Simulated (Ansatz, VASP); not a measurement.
## One calculation of Cd, two programs

```
Cd
1.0
     0.00000    3.36760    3.36760
     3.36760    0.00000    3.36760
     3.36760    3.36760    0.00000
Cd
2
Direct
  0.00000 0.00000 0.00000
  0.25000 0.25000 0.25000
```

Change from the starting cell: volume scaled by 1.025.

Alike in both runs: task single point; functional PBE; k mesh 9 × 9 × 9; occupations fermi-dirac, width 0.08 eV; no spin polarisation.

|  | VASP | Ansatz |
| --- | --- | --- |
| version | VASP 6.6.1 | Ansatz 0.2.0 |
| potentials or method | VASP PAW PBE potentials, release 64 (Cd), cutoff 520 eV | all-electron LAPW, scalar-relativistic |

VASP gave:

| Item | Value |
| --- | --- |
| pressure (GPa) | -0.2 |

Q: What did Ansatz give for the same quantities?

A: Pressure (GPa): -0.3.

Ansatz ran all-electron here, and VASP with PAW potentials.
